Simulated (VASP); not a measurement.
# ZrB2 (Fd-3m) in VASP: further runs

ZrB2 is run at these levels: PBE; tasks: single point, relaxation of cell and atoms.

Everything below comes from runs of VASP 6.6.1. Logs are shortened: lines on timing, memory, paths and dates and some standing lists are left out, and cuts for length are marked.

### 1 The cell of the first run

Symmetry: Fd-3m, No. 227, cubic system. The conventional cell has a = 6.285 Å, b = 6.285 Å, c = 6.285 Å, α = 90.00°, β = 90.00°, γ = 90.00°. Zr (site symmetry -43m) has 12 B at 2.61 Å and 4 Zr at 2.72 Å within 3.4 Å. Within 2.9 Å of B (site symmetry -3m) lie 6 B at 2.22 Å and 6 Zr at 2.61 Å.

### 2 Single point, PBE

Contents of INCAR:

```
SYSTEM = ZrB2
PREC = Accurate
ENCUT = 520
EDIFF = 1E-7
ISMEAR = 0
SIGMA = 0.1
LREAL = .False.
LASPH = .True.
NELM = 100
ALGO = Normal
ISIF = 2
LWAVE = .False.
LCHARG = .True.
GGA = PE
LELF = .True.
LVHAR = .True.
NBANDS = 27
```

Contents of KPOINTS:

```
regular mesh
0
Gamma
  6 6 6
  0 0 0
```

Contents of POSCAR:

```
ZrB2
1.0
    0.0000000000      3.1424757561      3.1424757561
    3.1424757561      0.0000000000      3.1424757561
    3.1424757561      3.1424757561      0.0000000000
Zr B
2 4
Direct
    0.0000000000      0.0000000000      0.0000000000
    0.2500000000      0.2500000000      0.2500000000
    0.6250000000      0.6250000000      0.6250000000
    0.1250000000      0.6250000000      0.6250000000
    0.6250000000      0.6250000000      0.1250000000
    0.6250000000      0.1250000000      0.6250000000
```

Potentials or basis: VASP PAW PBE potentials, release 64 (Zr_sv, B).

Command:

```
$ cat potpaw_PBE.64/Zr_sv/POTCAR potpaw_PBE.64/B/POTCAR > POTCAR
$ mpirun -np 1 vasp_std > vasp.out
```

OUTCAR:

```text
SYSTEM = ZrB2
   PREC = Accurate
   ENCUT = 520
   EDIFF = 1E-7
   ISMEAR = 0
   LREAL = .False.
   LASPH = .True.
   NELM = 100
   ISIF = 2
   GGA = PE

 ion  position               nearest neighbor table
   1  0.000  0.000  0.000-   3 2.61   5 2.61   6 2.61   3 2.61   4 2.61   5 2.61   3 2.61   4 2.61
                             6 2.61   4 2.61   5 2.61   6 2.61   2 2.72   2 2.72   2 2.72   2 2.72
   2  0.250  0.250  0.250-   4 2.61   5 2.61   6 2.61   3 2.61   4 2.61   6 2.61   3 2.61   4 2.61
                             5 2.61   3 2.61   5 2.61   6 2.61   1 2.72   1 2.72   1 2.72   1 2.72
   3  0.625  0.625  0.625-   2 2.61   2 2.61   2 2.61   1 2.61   1 2.61   1 2.61
   4  0.125  0.625  0.625-   2 2.61   2 2.61   1 2.61   2 2.61   1 2.61   1 2.61
   5  0.625  0.625  0.125-   2 2.61   2 2.61   1 2.61   2 2.61   1 2.61   1 2.61
   6  0.625  0.125  0.625-   2 2.61   2 2.61   1 2.61   2 2.61   1 2.61   1 2.61

  LATTYP: Found a face centered cubic cell.
 ALAT       =     6.2849515122

  Lattice vectors:

 A1 = (   0.0000000000,   3.1424757561,   3.1424757561)
 A2 = (   3.1424757561,   0.0000000000,   3.1424757561)
 A3 = (   3.1424757561,   3.1424757561,   0.0000000000)

Analysis of symmetry for initial positions (statically):
=====================================================================
 Subroutine PRICEL returns:
 Original cell was already a primitive cell.

 Routine SETGRP: Setting up the symmetry group for a
 face centered cubic supercell.

 Subroutine GETGRP returns: Found 48 space group operations
 (whereof 24 operations were pure point group operations)
 out of a pool of 48 trial point group operations.

The static configuration has the point symmetry T_d .
 The point group associated with its full space group is O_h .

Analysis of symmetry for dynamics (positions and initial velocities):
=====================================================================
 Subroutine PRICEL returns:
 Original cell was already a primitive cell.

 Routine SETGRP: Setting up the symmetry group for a
 face centered cubic supercell.

 Subroutine GETGRP returns: Found 48 space group operations
 (whereof 24 operations were pure point group operations)
 out of a pool of 48 trial point group operations.

The dynamic configuration has the point symmetry T_d .
 The point group associated with its full space group is O_h .

 Subroutine INISYM returns: Found 48 space group operations
 (whereof 24 operations are pure point group operations),
 and found     1 'primitive' translations

----------------------------------------------------------------------------------------
[... 98 lines left out ...]
   ISIF   =      2    stress and relaxation
   ISYM   =      2    0-nonsym 1-usesym 2-fastsym
   POTIM  = 0.5000    time-step for ionic-motion
   TEBEG  =    0.0;   TEEND  =   0.0 temperature during run
   PSTRESS=    0.0 pullay stress
   NELECT =      36.0000    total number of electrons
   NUPDOWN=      -1.0000    fix difference up-down
   EMIN   =  10.00;   EMAX   =-10.00  energy-range for DOS
   EFERMI =   0.00;   METHOD = LEGACY
   ISMEAR =     0;   SIGMA  =   0.10  broadening in eV -4-tet -1-fermi 0-gaus
   EFERMI_NEDOS =   21; number of points for ismear=-14 and -15
   IALGO  =     38    algorithm
   IMIX   =      4    mixing-type and parameters
     AMIX     =   0.40;   BMIX     =  1.00
     AMIX_MAG =   1.60;   BMIX_MAG =  1.00
  volume/ion in A,a.u.               =      10.34        69.81
  Fermi-wavevector in a.u.,A,eV,Ry     =   1.365297  2.580037 25.361740  1.864035
  Thomas-Fermi vector in A             =   2.491537
   LORBIT       =      0    0 simple, 1 ext, 2 COOP (PROOUT), +10 PAW based schemes
   GGA     = PE    functional components
   LHFCALC =     F    Hartree Fock is set to
   AEXX    =    0.0000 exact exchange contribution
   IVDW    =     0    specifies the selected vdW correction
   LEPSILON=     F    determine dielectric tensor
   LRPA    =     F    only Hartree local field effects (RPA)
 non-spin polarized calculation
 Gauss-broadening in eV      SIGMA  =   0.10
  energy-cutoff  :      520.00
  volume of cell :       62.06
 maximum number of plane-waves:      1687
 NGX is ok and might be reduce to    36
   NGX = 17   NGY = 17   NGZ = 17

 number of electron      36.0000000 magnetization

 Free energy of the ion-electron system (eV)
  ---------------------------------------------------
  ext. energy  EPLUGINS =         0.00000000
  ---------------------------------------------------
  free energy    TOTEN  =       -42.62603635 eV

  energy without entropy =      -42.61199811  energy(sigma->0) =      -42.61901723

 E-fermi :  10.7372     XC(G=0): -12.4900

 val. band max:       10.6755727566   @ k =  -0.3333   0.3333   0.1667
 cond. band min:      10.7393592872   @ k =   0.5000   0.3333   0.0000
 fundamental gap:      0.0637865306
 Fermi energy:        10.7371778147

 k-point     1 :       0.0000    0.0000    0.0000
  band No.  band energies     occupation
      1     -37.8271      2.00000
      2     -37.2357      2.00000
      3     -16.2970      2.00000
      4     -16.2970      2.00000
      5     -16.2970      2.00000
      6     -15.3387      2.00000
[... 469 lines left out ...]
     26      14.8240      0.00000
     27      16.8718      0.00000

------------------------ aborting loop because EDIFF is reached ----------------------------------------

  FORCE on cell =-STRESS in cart. coord.  units (eV):
  Direction    XX          YY          ZZ          XY          YZ          ZX
  --------------------------------------------------------------------------------------
  -------------------------------------------------------------------------------------
  Total        1.1156392      1.1156392      1.1156392      0.0000000      0.0000000     -0.0000000
  in kB       28.7997394     28.7997394     28.7997394      0.0000000      0.0000000     -0.0000000
  external PRESSURE =      28.7997394 kB  Pullay stress =       0.0000000 kB

 VOLUME and BASIS-vectors are now :
 -----------------------------------------------------------------------------
  energy-cutoff  :      520.00
  volume of cell :       62.06
      direct lattice vectors                 reciprocal lattice vectors
     0.000000000  3.142475756  3.142475756    -0.159110217  0.159110217  0.159110217
     3.142475756  0.000000000  3.142475756     0.159110217 -0.159110217  0.159110217
     3.142475756  3.142475756  0.000000000     0.159110217  0.159110217 -0.159110217

 POSITION                                       TOTAL-FORCE (eV/Angst)
 -----------------------------------------------------------------------------------
      0.00000      0.00000      0.00000         0.000000      0.000000      0.000000
      1.57124      1.57124      1.57124        -0.000000     -0.000000     -0.000000
      3.92809      3.92809      3.92809         0.000000     -0.000000      0.000000
      3.92809      2.35686      2.35686         0.000000     -0.000000      0.000000
      2.35686      2.35686      3.92809         0.000000     -0.000000      0.000000
      2.35686      3.92809      2.35686         0.000000     -0.000000      0.000000
 -----------------------------------------------------------------------------------
    total drift:                                0.000000     -0.000000      0.000000

  FREE ENERGIE OF THE ION-ELECTRON SYSTEM (eV)
  ---------------------------------------------------
  free  energy   TOTEN  =       -42.6260363474 eV

  energy  without entropy=      -42.6119981148  energy(sigma->0) =      -42.61901723
```

stdout:

```text
POSCAR found type information on POSCAR ZrB
 POSCAR found :  2 types and       6 ions
 scaLAPACK will be used
 LDA part: xc-table for (Slater+PW92), standard interpolation
 POSCAR, INCAR and KPOINTS ok, starting setup
 FFT: planning ... GRIDC
 FFT: planning ... GRID_SOFT
 FFT: planning ... GRID
 WAVECAR not read
 entering main loop
```

It took 70 s on 1 thread of Intel Xeon 8259CL, shared host; peak memory 0.21 GiB.

Results:

```yaml
Free_energy: -42.6260 eV
Pressure: 2.9 GPa
Band_gap_on_the_k_mesh: zero (bands 18 and 19 overlap by 0.02 eV)
```

Levels at points of the mesh, in eV from the Fermi level:
```csv
k point,band 14,band 15,band 16,band 17,band 18,band 19,band 20,band 21,band 22,band 23
"(0.00, 0.00, 0.00)",-4.62,-4.62,-4.44,-4.44,-4.44,3.07,3.07,3.07,4.18,4.99
"(0.50, 0.00, 0.00)",-3.95,-3.95,-1.37,-1.37,-0.68,1.94,1.94,2.86,3.42,3.49
"(0.50, 0.50, 0.00)",-5.17,-1.83,-1.83,-0.37,-0.37,0.12,0.12,0.24,0.24,4.60
```

(Continued in part 2 of 2.)

The gap in the log of VASP goes by the Fermi energy; the results here count the filled bands.